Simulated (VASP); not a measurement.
## BP: single point with PBE

Crystal: BP.

```
CELL_PARAMETERS angstrom
0.00000 2.26832 2.26832
2.33160 0.00000 2.26832
2.33160 2.26832 0.00000
ATOMIC_POSITIONS crystal
B 0.00000 0.00000 0.00000
P 0.25000 0.25000 0.25000
```

This cell differs from its parent crystal: uniaxial x strain +2.8%.

| Property | Result |
| --- | --- |
| Program | VASP 6.6.1 |
| Task | single point |
| Functional | PBE |
| Potentials or basis | VASP PAW PBE potentials, release 64 (B, P) |
| Cutoff | 520 eV |
| k mesh | 10 × 10 × 10 |
| Occupations | fermi-dirac, width 0.02 eV |
| Spin | no spin polarisation |

* Pressure: -3.3 GPa
* Band gap on the k mesh: 1.07 eV, indirect (least direct gap 3.22 eV)

Stress tensor (GPa, compression positive):
```
-8.28  0.00  0.00
 0.00 -0.80  0.00
 0.00  0.00 -0.80
```

Levels at points of the mesh, in eV from the valence-band top:
| k point | band 1 | band 2 | band 3 | band 4 | band 5 | band 6 | band 7 | band 8 |
| --- | --- | --- | --- | --- | --- | --- | --- | --- |
| (0.00, 0.00, 0.00) | -15.32 | -0.27 | 0.00 | 0.00 | 3.22 | 3.22 | 3.38 | 6.87 |
| (0.50, 0.00, 0.00) | -12.09 | -8.94 | -1.99 | -1.64 | 3.44 | 4.57 | 4.73 | 9.95 |
| (0.50, 0.50, 0.00) | -10.52 | -8.46 | -4.23 | -4.17 | 1.20 | 1.47 | 11.48 | 12.02 |
| (0.00, 0.50, 0.50) | -10.77 | -8.70 | -3.92 | -3.92 | 1.49 | 1.85 | 11.78 | 11.78 |

Run time: 18 s on 1 thread of AMD EPYC 9R45 (Zen 5), with other jobs on the host, peak memory 0.12 GiB.

Caveat: the cell differs from its parent crystal (uniaxial x strain +2.8%). A k mesh can miss the band edges.
